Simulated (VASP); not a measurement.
A run of VASP 6.6.1 is set up as follows.

File INCAR:

```
SYSTEM = TaN
ALGO = Normal ; EDIFF = 1E-7
ENCUT = 520 ; GGA = PE
ISIF = 2 ; ISMEAR = -1
LASPH = .TRUE. ; LCHARG = .FALSE.
LREAL = .FALSE. ; LWAVE = .FALSE.
NBANDS = 33 ; NELM = 80
PREC = Accurate ; SIGMA = 0.1
```

Contents of KPOINTS:

```
k-points
0
G
  5 5 8
  0 0 0
```

Contents of POSCAR:

```
TaN
1.0
    5.1910000000      0.0000000000      0.0000000000
   -2.5955000000      4.4955380000      0.0000000000
    0.0000000000      0.0000000000      2.9080000000
Ta N
3 3
Direct
    0.0000000000      0.0000000000      0.0000000000
    0.3333330000      0.6666670000      0.5000000000
    0.6666670000      0.3333330000      0.5000000000
    0.5000000000      0.0000000000      0.0000000000
    0.5000000000      0.5000000000      0.0000000000
    0.0000000000      0.5000000000      0.0000000000
```

Potentials or basis: VASP PAW PBE potentials, release 64 (Ta_pv, N).

Command:

```sh
$ cat potpaw_PBE.64/Ta_pv/POTCAR potpaw_PBE.64/N/POTCAR > POTCAR
$ mpirun -np 1 vasp_std > vasp.out
```

**Question.** What does it give for the band gap on the k mesh?

**Answer.** Zero (bands 24 and 25 overlap by 2.13 eV).

**Question.** What does it give for the pressure?

**Answer.** 10.5 GPa.

Stress tensor (GPa, compression positive):
```
10.18  0.00  0.00
 0.00 10.18  0.00
 0.00  0.00 11.10
```

Caveat: the cell stands under pressure; spin-orbit coupling is left out, which moves the levels of the heavy elements.
